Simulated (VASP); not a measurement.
# Ta3Si5C5N3 in VASP: notebook, part 2 of 2

VASP 6.6.1.

### Step 3. Single point, PBE

INCAR reads:

```
SYSTEM = Ta3Si5C5N3
PREC = Accurate
ENCUT = 520
EDIFF = 1E-6
ISMEAR = -1
SIGMA = 0.3447
LREAL = Auto
LASPH = .TRUE.
NELM = 120
ALGO = Normal
ISIF = 2
LWAVE = .FALSE.
LCHARG = .TRUE.
GGA = PE
LELF = .TRUE.
LVHAR = .TRUE.
NBANDS = 58
ISYM = -1
GGA_COMPAT = .FALSE.
```

KPOINTS reads:

```
explicit points
1
Reciprocal
  0.25000000   0.25000000   0.25000000 1
```

POSCAR reads:

```
Ta3Si5C5N3
1.0
    5.5208870000     -0.3069000000      0.1387320000
   -0.3069000000      5.9781400000     -0.0034560000
    0.1387320000     -0.0034560000      5.8739650000
Si C Ta N
5 5 3 3
Direct
    0.7676110625      0.5641867130      0.1242248824
    1.0239920620      0.4860432118      0.6181140505
    0.2068686145      0.4639683085      0.2816915283
    0.3920039330      0.3133402194      0.9634525255
    0.5246336173      0.8413100167      0.1481498607
    0.7051441981      1.0295770640      0.4832393713
    0.0595081221      0.2805232802      1.0325229734
    0.9233803946      0.7597870311      0.7354743202
    0.0436587968      0.6858464562      0.3394818344
    0.7142307124      0.2717358585      0.4810763196
    0.5126487308      0.5456136867      0.5726589888
    0.0301510475     -0.0063519419      0.4293534491
    0.8000682095      0.0917316560      0.8665359705
    0.3631996959      0.8186364413      0.4315013432
    0.3044575114      0.4965848977      0.8052748353
   -0.0467429213      0.7682303709      0.9569190050
```

Potentials or basis: VASP PAW PBE potentials, release 64 (Si, C, Ta_pv, N).

Started as:

```
cat potpaw_PBE.64/Si/POTCAR potpaw_PBE.64/C/POTCAR potpaw_PBE.64/Ta_pv/POTCAR potpaw_PBE.64/N/POTCAR > POTCAR
mpirun -np 1 vasp_std > vasp.out
```

Run time: 21 s. Hardware: 1 thread of Intel Xeon 6975P-C (Granite Rapids), shared host; peak memory 0.3 GiB.

The run converged. Its results:

```
Free energy   : -118.7225 eV
Pressure      : 22.0 GPa
Largest force : 8.633 eV/Å
```

Forces in eV/Å, atoms in the order of the input:
```
Si   1.719 -2.147  0.698
Si  -1.604 -1.039  1.447
Si   0.065 -3.546 -3.000
Si   3.230 -4.774  2.700
Si  -1.308  1.249  1.350
C   -5.022  3.362  0.066
C   -1.277 -1.142  3.373
C    0.267 -0.268 -0.212
C   -2.853 -3.037 -0.978
C   -0.640 -2.179  0.977
Ta   7.121  2.030 -4.440
Ta   4.336  3.445 -0.437
Ta  -0.529 -0.281 -0.093
N    1.619  2.015 -0.235
N   -4.916  4.652 -1.210
N   -0.207  1.661 -0.006
```

Stress tensor (GPa, compression positive):
```
 25.95  -1.42 -11.46
 -1.42  12.61  -3.78
-11.46  -3.78  27.51
```

Levels at points of the mesh, in eV from the Fermi level:
| k point | band 42 | band 43 | band 44 | band 45 | band 46 | band 47 |
| --- | --- | --- | --- | --- | --- | --- |
| (0.25, 0.25, 0.25) | -0.91 | -0.52 | -0.18 | 0.18 | 0.44 | 0.91 |

Caveat: the atoms stand as in a frame of molecular dynamics; spin-orbit coupling is left out, which moves the levels of the heavy elements.

### Step 4. Single point, PBE

INCAR reads:

```
SYSTEM = Ta3Si5C5N3
PREC = Accurate
ENCUT = 520
EDIFF = 1E-6
ISMEAR = -1
SIGMA = 0.3447
LREAL = Auto
LASPH = .True.
NELM = 120
ALGO = Normal
ISIF = 2
LWAVE = .False.
LCHARG = .False.
GGA = PE
NBANDS = 58
ISYM = -1
GGA_COMPAT = .False.
```

KPOINTS is that of step 3.

POSCAR reads:

```
Ta3Si5C5N3
1.0
    5.5208870000     -0.3069000000      0.1387320000
   -0.3069000000      5.9781400000     -0.0034560000
    0.1387320000     -0.0034560000      5.8739650000
Si C Ta N
5 5 3 3
Direct
    0.7957410043      0.5137922876     -0.0117731506
    0.9033872045      0.4453081372      0.6020989691
    0.2216339965      0.4370292296      0.3297005763
    0.4109911872      0.4177362156      0.8088497407
    0.5030574385      0.7743580888      0.0462202306
    0.5411805158      1.0981116282      0.5346494265
    0.1875548742      0.2360760025      1.1104752949
    1.2620767946      0.7390375504      0.7791011141
   -0.0378448032      0.6398811088      0.2388374317
    0.6108917949      0.3265165487      0.5049041322
    0.5463649672      0.6960500296      0.4916422288
   -0.1251865892      0.0035933196      0.3669362695
    0.6942861973      0.1465008270      0.8590913623
    0.5612734710      0.9881728256      0.3152973390
    0.1176698812      0.8136105479      0.6666303357
   -0.0145077546      1.1358102639      1.0423034611
```

Started as:

```
cat potpaw_PBE.64/Si/POTCAR potpaw_PBE.64/C/POTCAR potpaw_PBE.64/Ta_pv/POTCAR potpaw_PBE.64/N/POTCAR > POTCAR
mpirun -np 1 vasp_std > vasp.out
```

Run time: 23 s. Hardware: 1 thread of Intel Xeon 6975P-C (Granite Rapids), shared host; peak memory 0.29 GiB.

Results (log left out):

```
Free energy   : -119.4217 eV
Pressure      : 21.5 GPa
Largest force : 12.152 eV/Å
```

Forces in eV/Å, atoms in the order of the input:
```
Si   0.117  2.819  1.680
Si   2.305  1.553 -1.075
Si  -0.458  2.275 -0.156
Si  -2.538  0.845  1.412
Si  -1.515 -0.234 -0.980
C   -1.735 -1.303 -1.228
C    1.056 -0.631 -1.984
C    3.802 -1.676  3.586
C   -0.082  0.982  0.444
C   -1.522  1.555  0.806
Ta  -1.985 -4.199  1.539
Ta  11.992  0.292  1.942
Ta   0.313 -5.749  1.189
N   -7.214  0.879 -3.283
N   -2.797  2.131 -3.538
N    0.262  0.462 -0.353
```

Stress tensor (GPa, compression positive):
```
31.01 12.60  3.40
12.60 20.59 -4.74
 3.40 -4.74 12.87
```

Levels at points of the mesh, in eV from the Fermi level:
```tsv
k point	band 40	band 41	band 42	band 43	band 44	band 45	band 46	band 47	band 48	band 49
(0.25, 0.25, 0.25)	-1.60	-1.22	-0.90	-0.37	-0.04	0.08	0.38	0.78	1.32	1.51
```

Caveat: the atoms stand as in a frame of molecular dynamics; spin-orbit coupling is left out, which moves the levels of the heavy elements.

### Step 5. Single point, PBE

INCAR reads:

```
SYSTEM = Ta3Si5C5N3
  ALGO = Normal
  EDIFF = 1E-6
  ENCUT = 520
  GGA = PE
  GGA_COMPAT = .FALSE.
  ISIF = 2
  ISMEAR = -1
  ISYM = -1
  LASPH = .TRUE.
  LCHARG = .TRUE.
  LELF = .TRUE.
  LREAL = Auto
  LVHAR = .TRUE.
  LWAVE = .FALSE.
  NBANDS = 58
  NELM = 120
  PREC = Accurate
  SIGMA = 0.2482
```

KPOINTS is that of step 4.

POSCAR reads:

```
Ta3Si5C5N3
1.0
    5.5208870000     -0.3069000000      0.1387320000
   -0.3069000000      5.9781400000     -0.0034560000
    0.1387320000     -0.0034560000      5.8739650000
Si C Ta N
5 5 3 3
Direct
    0.8270768898      0.6452755851      0.8749677673
    1.0680756054      0.3811558179      0.5863535124
    0.1914904351      0.5752709151      0.2224114862
    0.4281413329      0.3740598715      0.9813961860
    0.4386491411      0.8269412345     -0.0367332396
    0.4372923564      0.0992548561      0.3649888247
    0.1152526807      0.2749479317      0.1102953431
    0.1939031809      0.7404062759      0.7654768573
    0.8959701278      0.6074128096      0.3494158530
    0.4608125378      0.3035191541      0.4897650083
    0.5575531851      0.6433307230      0.5199814576
    0.9717803781     -0.0245038145      0.3869700074
    0.7113892106      0.1337485475      0.7749400596
    0.5685782418      0.9457899565      0.2853322506
    0.1580949338      0.8204680803      0.5809358264
    0.9732715489      0.1878622587     -0.0307161613
```

Started as:

```
cat potpaw_PBE.64/Si/POTCAR potpaw_PBE.64/C/POTCAR potpaw_PBE.64/Ta_pv/POTCAR potpaw_PBE.64/N/POTCAR > POTCAR
mpirun -np 1 vasp_std > vasp.out
```

Run time: 20 s. Hardware: 1 thread of Intel Xeon 6975P-C (Granite Rapids), shared host; peak memory 0.29 GiB.

It converged, with:

* Free energy: -122.6846 eV
* Pressure: 11.6 GPa
* Largest force: 4.567 eV/Å

Forces in eV/Å, atoms in the order of the input:
```
Si  -0.036 -0.487  0.203
Si  -0.390  0.371 -0.599
Si  -0.275  1.002  0.816
Si   2.092 -0.417 -0.549
Si   0.030 -0.097  1.690
C   -1.271  2.968  2.526
C    2.300  1.005  2.323
C   -0.387 -2.931  3.481
C   -1.228  0.068  0.994
C    0.398 -3.164 -0.592
Ta  -1.295 -0.242 -1.882
Ta   0.377  0.698 -3.093
Ta  -0.291  0.678 -1.627
N    1.614 -0.879 -0.009
N    0.299  2.704 -2.658
N   -1.937 -1.277 -1.023
```

Stress tensor (GPa, compression positive):
```
 9.65 -0.21  0.82
-0.21  8.00 -0.03
 0.82 -0.03 17.15
```

Levels at points of the mesh, in eV from the Fermi level:
| k point | band 41 | band 42 | band 43 | band 44 | band 45 | band 46 | band 47 | band 48 |
| --- | --- | --- | --- | --- | --- | --- | --- | --- |
| (0.25, 0.25, 0.25) | -1.26 | -1.10 | -0.72 | -0.10 | 0.29 | 0.36 | 0.84 | 1.14 |

Caveat: the atoms stand as in a frame of molecular dynamics; spin-orbit coupling is left out, which moves the levels of the heavy elements.

### Step 6. Single point, PBE

INCAR reads:

```
SYSTEM = Ta3Si5C5N3
ALGO = Normal
EDIFF = 1E-6
ENCUT = 520
GGA = PE
GGA_COMPAT = .False.
ISIF = 2
ISMEAR = -1
ISYM = -1
LASPH = .True.
LCHARG = .False.
LREAL = Auto
LWAVE = .False.
NBANDS = 58
NELM = 120
PREC = Accurate
SIGMA = 0.2482
```

KPOINTS is that of step 5.

POSCAR reads:

```
Ta3Si5C5N3
1.0
    5.5208870000     -0.3069000000      0.1387320000
   -0.3069000000      5.9781400000     -0.0034560000
    0.1387320000     -0.0034560000      5.8739650000
Si C Ta N
5 5 3 3
Direct
    0.7035347829      0.5814325880      0.9637115038
    0.8596654929      0.3685301368      0.5779550145
    0.1400161911      0.5019732197      0.1817750179
    0.3320908216      0.2701384004      0.7955740244
    0.3339659624      0.8950076040     -0.0663762245
    0.4823202222      0.1240811628      0.4341685004
    0.0617390838      0.2403929196      0.0120958520
    0.0336064905      0.5665032450      0.7502537961
    0.8185987659      0.5653534555      0.3310605388
    0.3552281339      0.3277245415      0.4272790367
    0.4688387205      0.6152963377      0.5509388515
    1.0551535147     -0.0248717552      0.4460509189
    0.7567522201      0.0370008291      0.8269329364
    0.6713093189      1.0055908389      0.4195566772
    0.1290265351      0.7812795296      0.7098273471
    1.0979711749     -0.0036974743      0.0942209367
```

Potentials or basis: VASP PAW PBE potentials, release 64 (Si, C, Ta_pv, N).

Started as:

```
cat potpaw_PBE.64/Si/POTCAR potpaw_PBE.64/C/POTCAR potpaw_PBE.64/Ta_pv/POTCAR potpaw_PBE.64/N/POTCAR > POTCAR
mpirun -np 1 vasp_std > vasp.out
```

Wall time 20 s (1 thread of Intel Xeon 6975P-C (Granite Rapids), shared host); peak memory 0.29 GiB.

It converged, with:

```yaml
Free_energy: -124.0570 eV
Pressure: 0.0 GPa
Largest_force: 4.292 eV/Å
```

Forces in eV/Å, atoms in the order of the input:
```
Si   0.474 -1.540  0.393
Si   0.089  1.126 -0.784
Si  -0.673  1.085  0.276
Si   0.680  1.925 -0.106
Si  -0.846 -2.397  0.347
C   -0.932 -1.077 -0.109
C    0.479 -2.445 -0.230
C    0.218  0.268  2.423
C    0.667  0.639 -0.732
C   -0.378 -4.220 -0.677
Ta   1.167  4.094 -0.547
Ta  -0.336 -0.095 -0.621
Ta   0.562  0.077  0.910
N   -0.926  0.597  0.825
N    1.429  0.167 -1.601
N   -1.673  1.797  0.234
```

Stress tensor (GPa, compression positive):
```
-11.69   3.11  -0.49
  3.11   8.61   1.01
 -0.49   1.01   3.05
```

Levels at points of the mesh, in eV from the Fermi level:
```tsv
k point	band 42	band 43	band 44	band 45	band 46	band 47
(0.25, 0.25, 0.25)	-0.70	-0.49	-0.23	0.11	0.67	1.04
```

Caveat: the atoms stand as in a frame of molecular dynamics; spin-orbit coupling is left out, which moves the levels of the heavy elements.

### Step 7. Summary

| cell | smearing | pressure (GPa) | largest force (eV/Å) |
| --- | --- | --- | --- |
| as given, atomic positions A | fermi-dirac 0.3447 eV | 4.0 | 4.57 |
| as given, atomic positions B | fermi-dirac 0.3447 eV | 22.0 | 8.63 |
| as given, atomic positions C | fermi-dirac 0.3447 eV | 21.5 | 12.15 |
| as given, atomic positions D | fermi-dirac 0.2482 eV | 11.6 | 4.57 |
| as given, atomic positions E | fermi-dirac 0.2482 eV | 0.0 | 4.29 |

Alike in all rows: task single point; level PBE; potentials or basis VASP PAW PBE potentials, release 64 (Si, C, Ta_pv, N); no spin polarisation; k mesh 1 × 1 × 1, shifted; cutoff (eV) 520.

Caveats: the atoms stand as in a frame of molecular dynamics; spin-orbit coupling is left out, which moves the levels of the heavy elements.

Absolute energies hang on the potentials; compare differences alone.
